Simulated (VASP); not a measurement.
Wanted: the native input for a VASP 6.6.1 run.

- Task: single point
- Functional: r2SCAN
- Potentials or basis: VASP PAW PBE potentials, release 64 (Ti_sv)
- Cutoff: 520 eV
- k mesh: 15 × 15 × 8
- Occupations: gaussian, width 0.1 eV
- Spin: no spin polarisation
- Dipole correction: no
- Further INCAR settings: ALGO = Normal; EDIFF = 1e-06; NBANDS = 19

The system is Ti.

```xyz
2
Lattice="2.9362 0.0000 0.0000 -1.4681 2.5428 0.0000 0.0000 0.0000 4.6379" Properties=species:S:1:pos:R:3 pbc="T T T"
Ti    0.0000    1.6952    1.1595
Ti    1.4681    0.8476    3.4784
```

These files were run (other wordings do the same):

POSCAR

```
Ti
1.0
    2.9361580211      0.0000000000      0.0000000000
   -1.4680790105      2.5427874358      0.0000000000
    0.0000000000      0.0000000000      4.6378511225
Ti
2
Direct
    0.3333333333      0.6666666667      0.2500000000
    0.6666666667      0.3333333333      0.7500000000
```

INCAR.step1

```
SYSTEM = Ti
PREC = Accurate
ENCUT = 520
ISMEAR = 0
SIGMA = 0.1
LREAL = .FALSE.
LASPH = .TRUE.
NELM = 100
NBANDS = 19
GGA = PE
ALGO = Normal
EDIFF = 1E-4
LWAVE = .TRUE.
LCHARG = .FALSE.
```

INCAR.step2

```
SYSTEM = Ti
PREC = Accurate
ENCUT = 520
EDIFF = 1E-6
ISMEAR = 0
SIGMA = 0.1
LREAL = .FALSE.
LASPH = .TRUE.
NELM = 100
ALGO = Normal
ISIF = 2
LWAVE = .FALSE.
LCHARG = .TRUE.
METAGGA = R2SCAN
LMIXTAU = .TRUE.
LELF = .TRUE.
LVHAR = .TRUE.
NBANDS = 19
ISTART = 1
```

KPOINTS

```
Automatic mesh
0
G
  15 15 8
  0 0 0
```

Potentials or basis: VASP PAW PBE potentials, release 64 (Ti_sv).

Run with:

```console
$ cat potpaw_PBE.64/Ti_sv/POTCAR > POTCAR
$ cp INCAR.step1 INCAR
$ mpirun -np 1 vasp_std > vasp.out
$ cp INCAR.step2 INCAR
$ mpirun -np 1 vasp_std > vasp.out
```

It gave:

```json
{
  "Pressure": "0.3 GPa",
  "Band gap on the k mesh": "zero (band 12 reaches 9.30 eV, above the bottom of band 13 at 8.08 eV)"
}
```

Caveat: the PAW data sets were made with another functional, which shifts forces and pressure a little.

Wall time 3.2 min on 1 thread of Intel(R) Xeon(R) Platinum 8375C CPU @ 2.90GHz (Ice Lake), with other jobs on the host, peak memory 0.21 GiB.
